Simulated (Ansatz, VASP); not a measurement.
**Al: VASP beside Ansatz**

INCAR

```
  PREC = Accurate
  ENCUT = 520
  EDIFF = 1E-6
  ISMEAR = 0
  SIGMA = 0.15
  LREAL = False
  LASPH = True
  NELM = 80
  ALGO = Normal
  ISIF = 2
  LWAVE = False
  LCHARG = False
  GGA = PE
  IVDW = 12
  NBANDS = 8
```

File KPOINTS:

```
Automatic mesh
0
Gamma
  22 22 22
```

The input POSCAR:

```
Al
1.0
    0.0000000000      2.0517091992      1.9696408312
    2.0517091992      0.0000000000      1.9696408312
    2.0517091992      2.0517091992      0.0000000000
Al
1
Direct
    0.0000000000      0.0000000000      0.0000000000
```

Input for Ansatz:

```yaml
crystal:
  lattice:
    - [0.0, 2.0517091992, 1.9696408312]
    - [2.0517091992, 0.0, 1.9696408312]
    - [2.0517091992, 2.0517091992, 0.0]
  atoms:
    - { symbol: Al, position: [0.0, 0.0, 0.0] }
basis:
  ecutwfc: 420
kpoints:
  mp_grid: { grid: [22, 22, 22] }
hamiltonian:
  xc: pbe
  dispersion: d3bj
scf:
  occupations: { method: gaussian, width: 0.15 }
output:
  forces: true
  stress: true
  eigenvalues: true
```

Alike in both runs: task single point; functional PBE; dispersion D3(BJ); k mesh 22 × 22 × 22; occupations gaussian, width 0.15 eV; no spin polarisation.

|  | VASP | Ansatz |
| --- | --- | --- |
| version | VASP 6.6.1 | Ansatz 0.2.0 |
| potentials or method | VASP PAW PBE potentials, release 64 (Al), cutoff 520 eV | scalar-relativistic, plane waves, PAW |
| valence electrons in the cell | 3 | 3 |

```tsv
	VASP	Ansatz	Ansatz less VASP
gap on the k mesh at the Fermi level (eV)	none	none	-
pressure (GPa)	-3.7	-3.7	+0.04
traceless stress, the component that is largest in VASP (GPa)	1.51	1.51	-0.002
```

A gap of «none» marks a metal or a gap that the smearing closes.
